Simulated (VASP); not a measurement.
# F (Fd-3m) in VASP: a series of runs

Runs on F. Level: PBE. Tasks: single point.

Everything below comes from runs of VASP 6.6.1. Logs are shortened: lines on timing, memory, paths and dates and some standing lists are left out, and cuts for length are marked.

### Step 1. The cell of the first run

The structure is cubic, space group Fd-3m (No. 227). Conventional cell: a = 4.778 Å, b = 4.778 Å, c = 4.778 Å, α = 90.00°, β = 90.00°, γ = 90.00°. F (site symmetry -43m) has 4 F at 2.07 Å within 2.7 Å.

### Step 2. Single point, PBE

Input file INCAR:

```
ALGO     = Normal         # electronic algorithm
EDIFF    = 1E-7           # SCF threshold, eV
ENCUT    = 520            # plane-wave cutoff, eV
GGA      = PE             # functional
ISIF     = 2              # what is computed and relaxed
ISMEAR   = -1             # smearing method
LASPH    = T              # aspherical terms in the spheres
LCHARG   = F              # write CHGCAR
LREAL    = F              # projectors in reciprocal space
LWAVE    = F              # write WAVECAR
NBANDS   = 14             # bands
NELM     = 60             # most SCF steps
PREC     = Accurate       # precision mode
SIGMA    = 0.06122561905347299 # smearing width, eV
```

Input file KPOINTS:

```
k-points
0
Gamma
  38 38 38
```

Input file POSCAR:

```
F
1.0
    0.0000000000      2.3888300614      2.3888300614
    2.3888300614      0.0000000000      2.3888300614
    2.3888300614      2.3888300614      0.0000000000
F
2
Direct
    0.0000000000      0.0000000000      0.0000000000
    0.2500000000      0.2500000000      0.2500000000
```

Potentials or basis: VASP PAW PBE potentials, release 64 (F).

Started as:

```bash
> cat potpaw_PBE.64/F/POTCAR > POTCAR
> mpirun -np 1 vasp_std > vasp.out
```

OUTCAR:

```text
EDIFF = 1E-7
   ENCUT = 520
   GGA = PE
   ISIF = 2
   ISMEAR = -1
   LASPH = T
   LREAL = F
   NELM = 60
   PREC = Accurate

 ion  position               nearest neighbor table
   1  0.000  0.000  0.000-
   2  0.250  0.250  0.250-

  LATTYP: Found a face centered cubic cell.
 ALAT       =     4.7776601228

  Lattice vectors:

 A1 = (   0.0000000000,   2.3888300614,   2.3888300614)
 A2 = (   2.3888300614,   0.0000000000,   2.3888300614)
 A3 = (   2.3888300614,   2.3888300614,   0.0000000000)

Analysis of symmetry for initial positions (statically):
=====================================================================
 Subroutine PRICEL returns:
 Original cell was already a primitive cell.

 Routine SETGRP: Setting up the symmetry group for a
 face centered cubic supercell.

 Subroutine GETGRP returns: Found 48 space group operations
 (whereof 24 operations were pure point group operations)
 out of a pool of 48 trial point group operations.

The static configuration has the point symmetry T_d .
 The point group associated with its full space group is O_h .

Analysis of symmetry for dynamics (positions and initial velocities):
=====================================================================
 Subroutine PRICEL returns:
 Original cell was already a primitive cell.

 Routine SETGRP: Setting up the symmetry group for a
 face centered cubic supercell.

 Subroutine GETGRP returns: Found 48 space group operations
 (whereof 24 operations were pure point group operations)
 out of a pool of 48 trial point group operations.

The dynamic configuration has the point symmetry T_d .
 The point group associated with its full space group is O_h .

 Subroutine INISYM returns: Found 48 space group operations
 (whereof 24 operations are pure point group operations),
 and found     1 'primitive' translations

----------------------------------------------------------------------------------------

                                     Primitive cell

  volume of cell :      27.2638

  direct lattice vectors                    reciprocal lattice vectors
     0.000000000  2.388830061  2.388830061    -0.209307480  0.209307480  0.209307480
     2.388830061  0.000000000  2.388830061     0.209307480 -0.209307480  0.209307480
     2.388830061  2.388830061  0.000000000     0.209307480  0.209307480 -0.209307480

  length of vectors
     3.378315871  3.378315871  3.378315871     0.362531190  0.362531190  0.362531190

  position of ions in fractional coordinates (direct lattice)
     0.000000000  0.000000000  0.000000000
     0.250000000  0.250000000  0.250000000

  ion indices of the primitive-cell ions
   primitive index   ion index
                 1           1
                 2           2

----------------------------------------------------------------------------------------

 KPOINTS: k-points

Automatic generation of k-mesh.
 Grid dimensions read from file:
 generate k-points for:   38   38   38

 Generating k-lattice:

  Cartesian coordinates                     Fractional coordinates (reciprocal lattice)
    -0.005508092  0.005508092  0.005508092     0.026315789  0.000000000  0.000000000
     0.005508092 -0.005508092  0.005508092     0.000000000  0.026315789  0.000000000
     0.005508092  0.005508092 -0.005508092     0.000000000  0.000000000  0.026315789

  Length of vectors
     0.009540294  0.009540294  0.009540294

  Shift w.r.t. Gamma in fractional coordinates (k-lattice)
     0.000000000  0.000000000  0.000000000

 Subroutine IBZKPT returns following result:
 ===========================================

 Found   1440 irreducible k-points:

 Following reciprocal coordinates:
            Coordinates               Weight
  0.000000  0.000000  0.000000      1.000000
  0.026316  0.000000  0.000000      8.000000
  0.052632  0.000000  0.000000      8.000000
  0.078947  0.000000  0.000000      8.000000
  0.105263  0.000000  0.000000      8.000000
  0.131579  0.000000  0.000000      8.000000
[... 16 lines left out ...]
  0.078947  0.026316  0.000000     24.000000
  0.105263  0.026316  0.000000     24.000000
 [... further k-points ...]
   k-points           NKPTS =   1440   k-points in BZ     NKDIM =   1440   number of bands    NBANDS=     14
   number of dos      NEDOS =    301   number of ions     NIONS =      2
   total plane-waves  NPLWV =  21952
   dimension x,y,z NGX =    28 NGY =   28 NGZ =   28
   dimension x,y,z NGXF=    56 NGYF=   56 NGZF=   56
   ions per type =               2
   NGX,Y,Z   is equivalent  to a cutoff of  13.78, 13.78, 13.78 a.u.
   NGXF,Y,Z  is equivalent  to a cutoff of  27.56, 27.56, 27.56 a.u.
 SYSTEM =  unknown system
   PREC   = accura    normal or accurate (medium, high low for compatibility)
   ISTART =      0    job   : 0-new  1-cont  2-samecut
   ICHARG =      2    charge: 1-file 2-atom 10-const
   ISPIN  =      1    spin polarized calculation?
   LNONCOLLINEAR =      F non collinear calculations
   LSORBIT =      F    spin-orbit coupling
   LASPH  =      T    aspherical Exc in radial PAW
   ENCUT  =  520.0 eV  38.22 Ry    6.18 a.u.   6.28  6.28  6.28*2*pi/ulx,y,z
   NELM   =     60;   NELMIN=  2; NELMDL= -5     # of ELM steps
   EDIFF  = 0.1E-06   stopping-criterion for ELM
   LREAL  =      F    real-space projection
   EDIFFG = 0.1E-05   stopping-criterion for IOM
   NSW    =      0    number of steps for IOM
   IBRION =     -1    ionic relax: 0-MD 1-quasi-New 2-CG
   NFREE  =      0    steps in history (QN), initial steepest desc. (CG)
   ISIF   =      2    stress and relaxation
   ISYM   =      2    0-nonsym 1-usesym 2-fastsym
   POTIM  = 0.5000    time-step for ionic-motion
   TEBEG  =    0.0;   TEEND  =   0.0 temperature during run
   PSTRESS=    0.0 pullay stress
   NELECT =      14.0000    total number of electrons
   NUPDOWN=      -1.0000    fix difference up-down
   EMIN   =  10.00;   EMAX   =-10.00  energy-range for DOS
   EFERMI =   0.00;   METHOD = LEGACY
   ISMEAR =    -1;   SIGMA  =   0.06  broadening in eV -4-tet -1-fermi 0-gaus
   EFERMI_NEDOS =   21; number of points for ismear=-14 and -15
   IALGO  =     38    algorithm
   IMIX   =      4    mixing-type and parameters
     AMIX     =   0.40;   BMIX     =  1.00
     AMIX_MAG =   1.60;   BMIX_MAG =  1.00
  volume/ion in A,a.u.               =      13.63        91.99
  Fermi-wavevector in a.u.,A,eV,Ry     =   1.310958  2.477352 23.383136  1.718612
  Thomas-Fermi vector in A             =   2.441453
   LORBIT       =      0    0 simple, 1 ext, 2 COOP (PROOUT), +10 PAW based schemes
   GGA     = PE    functional components
   LHFCALC =     F    Hartree Fock is set to
   AEXX    =    0.0000 exact exchange contribution
   IVDW    =     0    specifies the selected vdW correction
   LEPSILON=     F    determine dielectric tensor
   LRPA    =     F    only Hartree local field effects (RPA)
 non-spin polarized calculation
  energy-cutoff  :      520.00
  volume of cell :       27.26
 maximum number of plane-waves:       754
 NGX is ok and might be reduce to    28
   NGX = 13   NGY = 13   NGZ = 13

 number of electron      13.9999990 magnetization

 Free energy of the ion-electron system (eV)
  ---------------------------------------------------
  ext. energy  EPLUGINS =         0.00000000
  ---------------------------------------------------
  free energy    TOTEN  =        -1.92770729 eV

  energy without entropy =       -1.85669405  energy(sigma->0) =       -1.89220067

 E-fermi :  -4.4721     XC(G=0):  -8.3825

 val. band max:       -4.4725249887   @ k =  -0.4474   0.3158   0.1579
 cond. band min:      -4.4718442731   @ k =  -0.3684   0.2895   0.0000
 fundamental gap:      0.0006807156
 Fermi energy:        -4.4721442042

 k-point     1 :       0.0000    0.0000    0.0000
  band No.  band energies     occupation
      1     -26.7930      2.00000
      2     -23.6401      2.00000
      3      -7.1664      2.00000
      4      -7.1664      2.00000
      5      -7.1664      2.00000
      6      -5.2512      1.99999
      7      -5.2512      1.99999
      8      -5.2512      1.99999
      9       5.5786      0.00000
     10      20.1507      0.00000
     11      20.1507      0.00000
     12      20.1507      0.00000
     13      21.3771      0.00000
     14      21.3771      0.00000

 k-point     2 :       0.0263    0.0000    0.0000
  band No.  band energies     occupation
      1     -26.7892      2.00000
      2     -23.6445      2.00000
      3      -7.1716      2.00000
      4      -7.1708      2.00000
      5      -7.1708      2.00000
      6      -5.2500      1.99999
      7      -5.2467      1.99999
      8      -5.2467      1.99999
      9       5.5974      0.00000
     10      19.9770      0.00000
     11      20.0497      0.00000
     12      20.0497      0.00000
     13      21.4687      0.00000
     14      21.4687      0.00000

 k-point     3 :       0.0526    0.0000    0.0000
  band No.  band energies     occupation
      1     -26.7781      2.00000
      2     -23.6579      2.00000
      3      -7.1873      2.00000
      4      -7.1837      2.00000
      5      -7.1837      2.00000
      6      -5.2459      1.99999
      7      -5.2333      1.99999
      8      -5.2333      1.99999
      9       5.6533      0.00000
     10      19.5630      0.00000
     11      19.8168      0.00000
     12      19.8168      0.00000
     13      21.5994      0.00000
     14      21.5994      0.00000
[... 324 lines left out ...]
 k-point    23 :       0.0789    0.0263    0.0000
  band No.  band energies     occupation
      1     -26.7630      2.00000
      2     -23.6756      2.00000
      3      -7.2193      2.00000
      4      -7.2153      2.00000
      5      -7.1736      2.00000
      6      -5.2638      2.00000
      7      -5.2068      1.99999
      8      -5.2020      1.99999
      9       5.7270      0.00000
     10      19.0344      0.00000
     11      19.6147      0.00000
     12      19.7057      0.00000
     13      21.5863      0.00000
     14      21.6287      0.00000

 k-point    24 :       0.1053    0.0263    0.0000
  band No.  band energies     occupation
      1     -26.7393      2.00000
      2     -23.7032      2.00000
      3      -7.2550      2.00000
      4      -7.2444      2.00000
      5      -7.1917      2.00000
      6      -5.2569      1.99999
      7      -5.1810      1.99998
      8      -5.1721      1.99998
      9       5.8415      0.00000
     10      18.5372      0.00000
     11      19.2943      0.00000
     12      19.4340      0.00000
     13      21.6506      0.00000
     14      21.6901      0.00000

 [... further k-points ...]
[... 5 lines left out ...]
  --------------------------------------------------------------------------------------
  -------------------------------------------------------------------------------------
  Total        0.3850435      0.3850435      0.3850435      0.0000000      0.0000000     -0.0000000
  in kB       22.6273979     22.6273979     22.6273979      0.0000000      0.0000000     -0.0000000
  external PRESSURE =      22.6273979 kB  Pullay stress =       0.0000000 kB

 VOLUME and BASIS-vectors are now :
 -----------------------------------------------------------------------------
  energy-cutoff  :      520.00
  volume of cell :       27.26
      direct lattice vectors                 reciprocal lattice vectors
     0.000000000  2.388830061  2.388830061    -0.209307480  0.209307480  0.209307480
     2.388830061  0.000000000  2.388830061     0.209307480 -0.209307480  0.209307480
     2.388830061  2.388830061  0.000000000     0.209307480  0.209307480 -0.209307480

 POSITION                                       TOTAL-FORCE (eV/Angst)
 -----------------------------------------------------------------------------------
      0.00000      0.00000      0.00000         0.000000      0.000000      0.000000
      1.19442      1.19442      1.19442        -0.000000     -0.000000     -0.000000
 -----------------------------------------------------------------------------------
    total drift:                                0.000000      0.000000      0.000000

  FREE ENERGIE OF THE ION-ELECTRON SYSTEM (eV)
  ---------------------------------------------------
  free  energy   TOTEN  =        -1.9277072911 eV

  energy  without entropy=       -1.8566940515  energy(sigma->0) =       -1.89220067
```

Wall time 3.7 min (1 thread of Intel Xeon 6975P-C (Granite Rapids), shared host); peak memory 0.48 GiB.

Results:

```
Free energy            : -1.9277 eV
Pressure               : 2.3 GPa
Band gap on the k mesh : zero (bands 7 and 8 overlap by 1.07 eV)
```

### Step 3. Single point, PBE

This run uses another cell than the first one, of 15.08 Å³/atom.

Input file INCAR:

```
PREC     = Accurate       # precision mode
ENCUT    = 520            # plane-wave cutoff, eV
EDIFF    = 1E-6           # SCF threshold, eV
ISMEAR   = -1             # smearing method
SIGMA    = 0.06122561905347299 # smearing width, eV
LREAL    = F              # projectors in reciprocal space
LASPH    = T              # aspherical terms in the spheres
NELM     = 80             # most SCF steps
ALGO     = Normal         # electronic algorithm
ISIF     = 2              # what is computed and relaxed
LWAVE    = F              # write WAVECAR
LCHARG   = T              # write CHGCAR
GGA      = PE             # functional
LELF     = T              # ELF
LVHAR    = T            
NBANDS   = 14             # bands
```

Input file KPOINTS:

```
Automatic mesh
0
Gamma
  38 38 38
```

Input file POSCAR:

```
F
1.0
    0.0000000000      2.4707022887      2.4707022887
    2.4707022887      0.0000000000      2.4707022887
    2.4707022887      2.4707022887      0.0000000000
F
2
Direct
    0.0000000000      0.0000000000      0.0000000000
    0.2500000000      0.2500000000      0.2500000000
```

Potentials or basis: VASP PAW PBE potentials, release 64 (F).

Started as:

```bash
> cat potpaw_PBE.64/F/POTCAR > POTCAR
> mpirun -np 1 vasp_std > vasp.out
```

It took 11 min on 1 thread of Oxide Virtual Turin-like, shared host; peak memory 0.49 GiB.

It converged, with:

```
Free energy            : -1.9369 eV
Pressure               : -1.9 GPa
Band gap on the k mesh : zero (bands 7 and 8 overlap by 0.89 eV)
```

Levels at points of the mesh, in eV from the Fermi level:
```tsv
k point	band 4	band 5	band 6	band 7	band 8	band 9	band 10	band 11
(0.00, 0.00, 0.00)	-2.33	-2.33	-0.65	-0.65	-0.65	9.95	23.96	23.96
(0.50, 0.00, 0.00)	-2.75	-2.75	-0.25	-0.22	-0.22	13.73	15.64	21.10
(0.50, 0.50, 0.00)	-3.24	-1.70	-1.70	0.24	0.24	14.71	14.71	21.79
```

### Step 4. Single point, PBE

This run uses another cell than the first one, of 15.37 Å³/atom.

Input file INCAR:

```
PREC = Accurate ; ENCUT = 520
EDIFF = 1E-7 ; ISMEAR = -1
SIGMA = 0.06122561905347299 ; LREAL = False
LASPH = True ; NELM = 100
ALGO = Normal ; ISIF = 2
LWAVE = False ; LCHARG = True
GGA = PE ; LELF = True
LVHAR = True ; NBANDS = 14
```

Input file KPOINTS:

```
regular mesh
0
Gamma
  38 38 38
```

Input file POSCAR:

```
F
1.0
    0.0000000000      2.4864396703      2.4864396703
    2.4864396703      0.0000000000      2.4864396703
    2.4864396703      2.4864396703      0.0000000000
F
2
Direct
    0.0000000000      0.0000000000      0.0000000000
    0.2500000000      0.2500000000      0.2500000000
```

Started as:

```bash
> cat potpaw_PBE.64/F/POTCAR > POTCAR
> mpirun -np 1 vasp_std > vasp.out
```

Wall time 9 min (1 thread of Oxide Virtual Turin-like, shared host); peak memory 0.49 GiB.

The run converged. Its results:

```
Free energy            : -1.9310 eV
Pressure               : -2.4 GPa
Band gap on the k mesh : zero (bands 7 and 8 overlap by 0.86 eV)
```

Levels at points of the mesh, in eV from the Fermi level:
```
           k point  band 5  band 6  band 7  band 8  band 9  band 10
(0.00, 0.00, 0.00)   -2.26   -0.63   -0.63   -0.63    9.93    23.83
(0.50, 0.00, 0.00)   -2.68   -0.25   -0.21   -0.21   13.68    15.55
(0.50, 0.50, 0.00)   -1.65   -1.65    0.23    0.23   14.67    14.67
```

### Step 5. Summary

| cell | gap on the mesh (eV) | pressure (GPa) |
| --- | --- | --- |
| a = 3.378 Å, angles 60.0°, 2 atoms | none | 2.3 |
| a = 3.494 Å, angles 60.0°, 2 atoms | none | -1.9 |
| a = 3.516 Å, angles 60.0°, 2 atoms | none | -2.4 |

Alike in all rows: task single point; level PBE; potentials or basis VASP PAW PBE potentials, release 64 (F); no spin polarisation; k mesh 38 × 38 × 38; cutoff (eV) 520; smearing fermi-dirac 0.0612256 eV.

Absolute energies hang on the potentials; compare differences alone.
